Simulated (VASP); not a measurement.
Wanted: the native input for a VASP 6.6.1 run.

- Task: single point
- Functional: LDA
- Potentials or basis: VASP PAW LDA potentials, release 64 (Ti_sv, Al)
- Cutoff: 520 eV
- k mesh: 7 × 7 × 7
- Occupations: fermi-dirac, width 0.05 eV
- Spin: no spin polarisation
- Dipole correction: no
- Further INCAR settings: ALGO = Normal; EDIFF = 1e-06; NBANDS = 18

The structure of TiAl3 lies in POSCAR:

```
TiAl3
1.0
    3.9291223209      0.0000000000      0.0000000000
    0.0000000000      3.9291223209      0.0000000000
    0.0000000000      0.0000000000      3.9291223209
Ti Al
1 3
Direct
    0.0000000000      0.0000000000      0.0000000000
    0.0000000000      0.5000000000      0.5000000000
    0.5000000000      0.0000000000      0.5000000000
    0.5000000000      0.5000000000      0.0000000000
```

These files were run (other wordings do the same):

INCAR

```
SYSTEM = TiAl3
PREC = Accurate ; ENCUT = 520
EDIFF = 1E-6 ; ISMEAR = -1
SIGMA = 0.05 ; LREAL = .False.
LASPH = .True. ; NELM = 100
ALGO = Normal ; ISIF = 2
LWAVE = .False. ; LCHARG = .False.
NBANDS = 18
```

KPOINTS

```
regular mesh
0
Gamma
  7 7 7
  0 0 0
```

Potentials or basis: VASP PAW LDA potentials, release 64 (Ti_sv, Al).

The run is started by

```bash
$ cat potpaw_LDA.64/Ti_sv/POTCAR potpaw_LDA.64/Al/POTCAR > POTCAR
$ mpirun -np 1 vasp_std > vasp.out
```

Results of the run:

The pressure is -1.5 GPa.

It took 15 s on 1 thread of Intel Xeon 6975P-C (shared host), peak memory 0.15 GiB.
